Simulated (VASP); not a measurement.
# C in VASP: a series of runs

C is run at these levels: LDA; tasks: single point.

All numbers are computed with VASP 6.6.1; they aren't measurements. Logs are shortened: lines on timing, memory, paths and dates and some standing lists are left out, and cuts for length are marked.

## (1) The cell of the first run

The typed cell holds 4 atoms: a = 2.468 Å, b = 2.476 Å, c = 7.149 Å, α = 91.92°, β = 89.57°, γ = 120.87°.

## (2) Single point, LDA

The input, INCAR:

```
ALGO = Normal
EDIFF = 1E-7
ENCUT = 520
ISIF = 2
ISMEAR = 0
LASPH = True
LCHARG = True
LELF = True
LREAL = False
LVHAR = True
LWAVE = False
NBANDS = 16
NELM = 80
PREC = Accurate
SIGMA = 0.1
```

The input, KPOINTS:

```
k-points
0
Gamma
  4 4 2
```

The input, POSCAR:

```
C
1.0
    1.2159619696     -2.1479622876      0.0091232276
    1.2232502972      2.1521701653     -0.0413730204
   -0.0941886657     -0.0851463517      7.1476530721
C
4
Direct
    0.1034933285      0.9456230676      0.7488005552
    0.5908149738      0.4138432831      0.2394105085
    0.9242568809      0.0859987362      0.2421136921
    0.4285181549      0.5893271320      0.7486182121
```

Potentials or basis: VASP PAW LDA potentials, release 64 (C).

Run with:

```sh
> cat potpaw_LDA.64/C/POTCAR > POTCAR
> mpirun -np 1 vasp_std > vasp.out
```

OUTCAR:

```text
EDIFF = 1E-7
   ENCUT = 520
   ISIF = 2
   ISMEAR = 0
   LASPH = True
   LREAL = False
   NELM = 80
   PREC = Accurate

 ion  position               nearest neighbor table
   1  0.103  0.946  0.749-   4 1.37   4 1.43   4 1.47
   2  0.591  0.414  0.239-   3 1.41   3 1.42   3 1.43
   3  0.924  0.086  0.242-   2 1.41   2 1.42   2 1.43
   4  0.429  0.589  0.749-   1 1.37   1 1.43   1 1.47

  LATTYP: Found a triclinic cell.
 ALAT       =     2.4758613525
 B/A-ratio  =     0.9852850112
 C/A-ratio  =     2.8873913788
 COS(alpha) =     0.0264129970
 COS(beta)  =     0.0335709734
 COS(gamma) =     0.4957470287

  Lattice vectors:

 A1 = (   1.2232502972,   2.1521701653,  -0.0413730204)
 A2 = (   2.4392122668,   0.0042078777,  -0.0322497928)
 A3 = (   0.0941886657,   0.0851463517,  -7.1476530721)

Analysis of symmetry for initial positions (statically):
=====================================================================
 Subroutine PRICEL returns:
 Original cell was already a primitive cell.

 Routine SETGRP: Setting up the symmetry group for a
 triclinic supercell.

 Subroutine GETGRP returns: Found  1 space group operations
 (whereof  1 operations were pure point group operations)
 out of a pool of  2 trial point group operations.

The static configuration has the point symmetry C_1 .

Analysis of symmetry for dynamics (positions and initial velocities):
=====================================================================
 Subroutine PRICEL returns:
 Original cell was already a primitive cell.

 Routine SETGRP: Setting up the symmetry group for a
 triclinic supercell.

 Subroutine GETGRP returns: Found  1 space group operations
 (whereof  1 operations were pure point group operations)
 out of a pool of  2 trial point group operations.

The dynamic configuration has the point symmetry C_1 .

 Subroutine INISYM returns: Found  1 space group operations
 (whereof  1 operations are pure point group operations),
 and found     1 'primitive' translations

----------------------------------------------------------------------------------------

                                     Primitive cell

  volume of cell :      37.4738

  direct lattice vectors                    reciprocal lattice vectors
     1.215961970 -2.147962288  0.009123228     0.410405512 -0.233215692  0.002629966
     1.223250297  2.152170165 -0.041373020     0.409676189  0.231952455  0.008161666
    -0.094188666 -0.085146352  7.147653072     0.001847504  0.001640294  0.139949948

  length of vectors
     2.468276470  2.475861353  7.148780724     0.472047837  0.470853622  0.139971754

  position of ions in fractional coordinates (direct lattice)
     0.103493329  0.945623068  0.748800555
     0.590814974  0.413843283  0.239410509
     0.924256881  0.085998736  0.242113692
     0.428518155  0.589327132  0.748618212

  ion indices of the primitive-cell ions
   primitive index   ion index
                 1           1
                 2           2
                 3           3
                 4           4

----------------------------------------------------------------------------------------

 KPOINTS: k-points

Automatic generation of k-mesh.
 Grid dimensions read from file:
 generate k-points for:    4    4    2

 Generating k-lattice:

  Cartesian coordinates                     Fractional coordinates (reciprocal lattice)
     0.102601378 -0.058303923  0.000657491     0.250000000  0.000000000  0.000000000
     0.102419047  0.057988114  0.002040417    -0.000000000  0.250000000 -0.000000000
     0.000923752  0.000820147  0.069974974     0.000000000  0.000000000  0.500000000

  Length of vectors
     0.118011959  0.117713406  0.069985877

  Shift w.r.t. Gamma in fractional coordinates (k-lattice)
     0.000000000  0.000000000  0.000000000

 Subroutine IBZKPT returns following result:
 ===========================================

 Found     20 irreducible k-points:

 Following reciprocal coordinates:
            Coordinates               Weight
  0.000000  0.000000  0.000000      1.000000
  0.250000  0.000000 -0.000000      2.000000
  0.500000  0.000000 -0.000000      1.000000
 -0.000000  0.250000 -0.000000      2.000000
  0.250000  0.250000  0.000000      2.000000
  0.500000  0.250000  0.000000      2.000000
[... 12 lines left out ...]
  0.250000  0.500000  0.500000      2.000000
  0.500000  0.500000  0.500000      1.000000
   k-points           NKPTS =     20   k-points in BZ     NKDIM =     20   number of bands    NBANDS=     16
   number of dos      NEDOS =    301   number of ions     NIONS =      4
   total plane-waves  NPLWV =  17496
   dimension x,y,z NGX =    18 NGY =   18 NGZ =   54
   dimension x,y,z NGXF=    36 NGYF=   36 NGZF=  108
   ions per type =               4
   NGX,Y,Z   is equivalent  to a cutoff of  12.12, 12.09, 12.56 a.u.
   NGXF,Y,Z  is equivalent  to a cutoff of  24.25, 24.17, 25.12 a.u.
 SYSTEM =  unknown system
   PREC   = accura    normal or accurate (medium, high low for compatibility)
   ISTART =      0    job   : 0-new  1-cont  2-samecut
   ICHARG =      2    charge: 1-file 2-atom 10-const
   ISPIN  =      1    spin polarized calculation?
   LNONCOLLINEAR =      F non collinear calculations
   LSORBIT =      F    spin-orbit coupling
   LASPH  =      T    aspherical Exc in radial PAW
   ENCUT  =  520.0 eV  38.22 Ry    6.18 a.u.   4.59  4.60 13.29*2*pi/ulx,y,z
   NELM   =     80;   NELMIN=  2; NELMDL= -5     # of ELM steps
   EDIFF  = 0.1E-06   stopping-criterion for ELM
   LREAL  =      F    real-space projection
   EDIFFG = 0.1E-05   stopping-criterion for IOM
   NSW    =      0    number of steps for IOM
   IBRION =     -1    ionic relax: 0-MD 1-quasi-New 2-CG
   NFREE  =      0    steps in history (QN), initial steepest desc. (CG)
   ISIF   =      2    stress and relaxation
   ISYM   =      2    0-nonsym 1-usesym 2-fastsym
   POTIM  = 0.5000    time-step for ionic-motion
   TEBEG  =    0.0;   TEEND  =   0.0 temperature during run
   PSTRESS=    0.0 pullay stress
   NELECT =      16.0000    total number of electrons
   NUPDOWN=      -1.0000    fix difference up-down
   EMIN   =  10.00;   EMAX   =-10.00  energy-range for DOS
   EFERMI =   0.00;   METHOD = LEGACY
   ISMEAR =     0;   SIGMA  =   0.10  broadening in eV -4-tet -1-fermi 0-gaus
   EFERMI_NEDOS =   21; number of points for ismear=-14 and -15
   IALGO  =     38    algorithm
   IMIX   =      4    mixing-type and parameters
     AMIX     =   0.40;   BMIX     =  1.00
     AMIX_MAG =   1.60;   BMIX_MAG =  1.00
  volume/ion in A,a.u.               =       9.37        63.22
  Fermi-wavevector in a.u.,A,eV,Ry     =   1.232742  2.329545 20.676147  1.519654
  Thomas-Fermi vector in A             =   2.367500
   LORBIT       =      0    0 simple, 1 ext, 2 COOP (PROOUT), +10 PAW based schemes
   GGA     = CA    functional components
   LHFCALC =     F    Hartree Fock is set to
   AEXX    =    0.0000 exact exchange contribution
   IVDW    =     0    specifies the selected vdW correction
   LEPSILON=     F    determine dielectric tensor
   LRPA    =     F    only Hartree local field effects (RPA)
 non-spin polarized calculation
 Gauss-broadening in eV      SIGMA  =   0.10
  energy-cutoff  :      520.00
  volume of cell :       37.47
 maximum number of plane-waves:      1022
   NGX =  9   NGY =  9   NGZ = 27

 number of electron      15.9999999 magnetization

 Free energy of the ion-electron system (eV)
  ---------------------------------------------------
  ext. energy  EPLUGINS =         0.00000000
  ---------------------------------------------------
  free energy    TOTEN  =       -40.38767848 eV

  energy without entropy =      -40.38767848  energy(sigma->0) =      -40.38767848

 E-fermi :   2.6111     XC(G=0): -10.3506

 val. band max:        2.1022382020   @ k =   0.0000   0.5000   0.5000
 cond. band min:       5.0649945616   @ k =   0.0000   0.5000   0.5000
 fundamental gap:      2.9627563596
 Fermi energy:         2.6110749794

 k-point     1 :       0.0000    0.0000    0.0000
  band No.  band energies     occupation
      1     -15.3791      2.00000
      2     -15.1818      2.00000
      3      -4.3432      2.00000
      4      -2.8461      2.00000
      5       0.3340      2.00000
      6       0.8110      2.00000
[... 8 lines left out ...]
     15      15.4272      0.00000
     16      15.5119      0.00000

 k-point     2 :       0.2500    0.0000   -0.0000
  band No.  band energies     occupation
      1     -13.8892      2.00000
      2     -13.7116      2.00000
      3      -3.2409      2.00000
      4      -3.1829      2.00000
      5      -2.5362      2.00000
      6      -1.1516      2.00000
[... 8 lines left out ...]
     15      17.3751      0.00000
     16      17.8629      0.00000

 k-point     3 :       0.5000    0.0000   -0.0000
  band No.  band energies     occupation
      1      -9.9671      2.00000
      2      -9.8596      2.00000
      3      -9.1332      2.00000
      4      -8.9865      2.00000
      5      -2.5349      2.00000
      6      -2.4755      2.00000
[... 8 lines left out ...]
     15      17.6248      0.00000
     16      17.7231      0.00000

 k-point     4 :      -0.0000    0.2500   -0.0000
  band No.  band energies     occupation
      1     -13.9045      2.00000
      2     -13.7268      2.00000
      3      -3.6010      2.00000
      4      -3.1598      2.00000
      5      -2.5301      2.00000
      6      -1.1432      2.00000
[... 8 lines left out ...]
     15      16.7769      0.00000
     16      17.4964      0.00000
[... 248 lines left out ...]
 k-point    18 :       0.0000    0.5000    0.5000
  band No.  band energies     occupation
      1      -9.9638      2.00000
      2      -9.7283      2.00000
      3      -9.5375      2.00000
      4      -9.0362      2.00000
      5      -2.4851      2.00000
      6      -2.0917      2.00000
[... 8 lines left out ...]
     15      16.2671      0.00000
     16      17.0286      0.00000

 k-point    19 :       0.2500    0.5000    0.5000
  band No.  band energies     occupation
      1     -11.0960      2.00000
      2     -11.0524      2.00000
      3      -6.3224      2.00000
      4      -6.2404      2.00000
      5      -4.9148      2.00000
      6      -4.7974      2.00000
[... 8 lines left out ...]
     15      16.7371      0.00000
     16      17.0191      0.00000

 k-point    20 :       0.5000    0.5000    0.5000
  band No.  band energies     occupation
      1     -10.3010      2.00000
      2     -10.1274      2.00000
      3      -9.1749      2.00000
      4      -8.8221      2.00000
      5      -2.3582      2.00000
      6      -2.0771      2.00000
[... 8 lines left out ...]
     15      16.3680      0.00000
     16      16.4911      0.00000

------------------------ aborting loop because EDIFF is reached ----------------------------------------

  FORCE on cell =-STRESS in cart. coord.  units (eV):
  Direction    XX          YY          ZZ          XY          YZ          ZX
  --------------------------------------------------------------------------------------
  -------------------------------------------------------------------------------------
  Total        0.6995883     -3.5984348     -0.2330257      0.1607835      0.0182292      0.0022024
  in kB       29.9106386   -153.8497533     -9.9629299      6.8742404      0.7793846      0.0941623
  external PRESSURE =     -44.6340149 kB  Pullay stress =       0.0000000 kB

 VOLUME and BASIS-vectors are now :
 -----------------------------------------------------------------------------
  energy-cutoff  :      520.00
  volume of cell :       37.47
      direct lattice vectors                 reciprocal lattice vectors
     1.215961970 -2.147962288  0.009123228     0.410405512 -0.233215692  0.002629966
     1.223250297  2.152170165 -0.041373020     0.409676189  0.231952455  0.008161666
    -0.094188666 -0.085146352  7.147653072     0.001847504  0.001640294  0.139949948

 POSITION                                       TOTAL-FORCE (eV/Angst)
 -----------------------------------------------------------------------------------
      1.21205      1.74908      5.31399        -2.370432     -2.037835      0.026082
      1.20209     -0.39877      1.69949         0.427582      0.398142      0.342309
      1.20625     -1.82080      1.73542        -0.423742     -0.399247     -0.330532
      1.17145      0.28415      5.33039         2.366592      2.038940     -0.037859
 -----------------------------------------------------------------------------------
    total drift:                                0.000256     -0.000177      0.000001

  FREE ENERGIE OF THE ION-ELECTRON SYSTEM (eV)
  ---------------------------------------------------
  free  energy   TOTEN  =       -40.3876784778 eV

  energy  without entropy=      -40.3876784778  energy(sigma->0) =      -40.38767848
```

It took 16 s on 1 thread of Intel Xeon 8259CL, shared host; peak memory 0.12 GiB.

What came out:

- Free energy: -40.3877 eV
- Pressure: -4.5 GPa
- Largest force: 3.126 eV/Å
- Band gap on the k mesh: 2.96 eV

Forces in eV/Å, atoms in the order of the input:
```
C   -2.370 -2.038  0.026
C    0.428  0.398  0.342
C   -0.424 -0.399 -0.331
C    2.367  2.039 -0.038
```

Caveat: the k points lie up to 0.74 Å⁻¹ apart; forces of over 1 eV/Å act on the atoms, so gaps and moduli don't describe the material at rest. A k mesh can miss the band edges.

## (3) Single point, LDA

The input, INCAR:

```
SYSTEM = C
PREC = Accurate
ENCUT = 520
EDIFF = 1E-6
ISMEAR = 0
SIGMA = 0.1
LREAL = .False.
LASPH = .True.
NELM = 60
ALGO = Normal
ISIF = 2
LWAVE = .False.
LCHARG = .False.
NBANDS = 16
```

The input, KPOINTS:

```
Automatic mesh
0
Gamma
  6 6 2
  0 0 0
```

POSCAR is that of step 2.

Potentials or basis: VASP PAW LDA potentials, release 64 (C).

Run with:

```sh
> cat potpaw_LDA.64/C/POTCAR > POTCAR
> mpirun -np 1 vasp_std > vasp.out
```

It took 29 s on 1 thread of Intel Xeon 8259CL, shared host; peak memory 0.13 GiB.

Results (log left out):

- Free energy: -40.2705 eV
- Pressure: -3.8 GPa
- Largest force: 2.564 eV/Å
- Band gap on the k mesh: 0.10 eV

Forces in eV/Å, atoms in the order of the input:
```
C   -2.012 -1.586  0.030
C    0.239  0.370  0.336
C   -0.241 -0.371 -0.330
C    2.014  1.586 -0.036
```

Stress tensor (GPa, compression positive):
```
  2.55   0.26  -0.11
  0.26 -12.49   0.01
 -0.11   0.01  -1.58
```

Levels at points of the mesh, in eV from the valence-band top:
| k point | band 5 | band 6 | band 7 | band 8 | band 9 | band 10 | band 11 | band 12 |
| --- | --- | --- | --- | --- | --- | --- | --- | --- |
| (0.00, 0.00, 0.00) | -3.78 | -3.19 | -2.74 | -2.35 | 3.37 | 7.14 | 8.20 | 8.50 |
| (0.50, 0.00, 0.00) | -6.66 | -6.48 | -2.51 | -2.28 | 1.75 | 1.88 | 7.00 | 7.27 |
| (0.00, 0.50, 0.00) | -6.49 | -6.22 | -2.42 | -2.08 | 1.13 | 1.89 | 7.40 | 7.45 |
| (0.50, 0.50, 0.00) | -6.47 | -6.08 | -3.13 | -2.04 | 1.09 | 2.45 | 7.68 | 8.07 |
| (0.00, 0.00, 0.50) | -3.78 | -3.19 | -2.74 | -2.35 | 5.44 | 5.71 | 7.14 | 8.20 |
| (0.50, 0.00, 0.50) | -6.66 | -6.48 | -2.47 | -2.22 | 1.61 | 1.75 | 6.99 | 7.27 |
| (0.00, 0.50, 0.50) | -6.49 | -6.22 | -2.38 | -2.00 | 0.97 | 1.77 | 7.39 | 7.45 |
| (0.50, 0.50, 0.50) | -6.47 | -6.08 | -2.81 | -2.41 | 1.51 | 1.91 | 7.73 | 8.01 |

Caveat: the k points lie up to 0.49 Å⁻¹ apart; forces of over 1 eV/Å act on the atoms, so gaps and moduli don't describe the material at rest. A k mesh can miss the band edges.

## (4) Single point, LDA

The input, INCAR:

```
PREC = Accurate
ENCUT = 520
EDIFF = 1E-7
ISMEAR = 0
SIGMA = 0.1
LREAL = F
LASPH = T
NELM = 60
ALGO = Normal
ISIF = 2
LWAVE = F
LCHARG = F
GGA = CA
NBANDS = 16
```

The input, KPOINTS:

```
regular mesh
0
Gamma
  8 8 2
```

POSCAR is that of step 3.

Run with:

```sh
> cat potpaw_LDA.64/C/POTCAR > POTCAR
> mpirun -np 1 vasp_std > vasp.out
```

Wall time 50 s (1 thread of Intel Xeon 8259CL, shared host); peak memory 0.14 GiB.

The run converged. Its results:

```
Free energy            : -40.3267 eV
Pressure               : -4.0 GPa
Largest force          : 3.011 eV/Å
Band gap on the k mesh : 1.11 eV
```

Forces in eV/Å, atoms in the order of the input:
```
C   -2.331 -1.906  0.027
C    0.413  0.414  0.334
C   -0.409 -0.415 -0.324
C    2.327  1.907 -0.036
```

Stress tensor (GPa, compression positive):
```
  3.13   0.72   0.02
  0.72 -13.93   0.06
  0.02   0.06  -1.20
```

Levels at points of the mesh, in eV from the valence-band top:
```tsv
k point	band 6	band 7	band 8	band 9	band 10	band 11
(0.00, 0.00, 0.00)	-2.60	-2.14	-1.64	4.02	7.83	8.79
(0.50, 0.00, 0.00)	-5.89	-1.82	-1.67	2.36	2.58	7.70
(0.00, 0.50, 0.00)	-5.51	-1.82	-1.38	1.81	2.50	7.99
(0.50, 0.50, 0.00)	-5.49	-2.46	-1.40	1.72	3.12	8.36
(0.00, 0.00, 0.50)	-2.60	-2.14	-1.64	6.09	6.36	7.83
(0.50, 0.00, 0.50)	-5.89	-1.77	-1.62	2.21	2.44	7.69
(0.00, 0.50, 0.50)	-5.51	-1.78	-1.31	1.66	2.38	7.99
(0.50, 0.50, 0.50)	-5.49	-2.12	-1.81	2.12	2.61	8.42
```

Caveat: the k points lie up to 0.44 Å⁻¹ apart; forces of over 1 eV/Å act on the atoms, so gaps and moduli don't describe the material at rest.

(Continued in part 2 of 2.)
